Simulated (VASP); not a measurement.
Wanted: the native input for a VASP 6.6.1 run.

```yaml
Task: single point
Functional: PBEsol
Potentials_or_basis: VASP PAW PBE potentials, release 64 (In_d)
Cutoff: 520 eV
k_mesh: 9 × 9 × 5
Occupations: fermi-dirac, width 0.05 eV
Spin: no spin polarisation
Dipole_correction: no
Further_INCAR_settings: ALGO = Normal; EDIFF = 1e-06; NBANDS = 20
```

The structure of In lies in POSCAR:

```
In
1.0
    2.9906112319      0.0000000000      0.0000000000
   -1.4953056159      2.5899452997      0.0000000000
    0.0000000000      0.0000000000      4.8666264078
In
2
Direct
    0.6666666667      0.3333333333      0.7500000000
    0.3333333333      0.6666666667      0.2500000000
```

The input as run:

INCAR

```
ALGO = Normal
EDIFF = 1E-6
ENCUT = 520
GGA = PS
ISIF = 2
ISMEAR = -1
LASPH = T
LCHARG = F
LREAL = F
LWAVE = F
NBANDS = 20
NELM = 60
PREC = Accurate
SIGMA = 0.05
```

KPOINTS

```
k-points
0
Gamma
  9 9 5
```

Potentials or basis: VASP PAW PBE potentials, release 64 (In_d).

Run with:

```bash
$ cat potpaw_PBE.64/In_d/POTCAR > POTCAR
$ mpirun -np 1 vasp_std > vasp.out
```

Results of the run:

The pressure is 29.8 GPa. The band gap on the k mesh is zero (band 13 reaches 14.96 eV, above the bottom of band 14 at 9.39 eV).

Caveat: the PAW data sets were made with another functional, which shifts forces and pressure a little; spin-orbit coupling is left out, which moves the levels of the heavy elements.

Wall time 12 s on 1 thread of Intel Xeon 6975P-C, with other jobs on the host, peak memory 0.16 GiB.
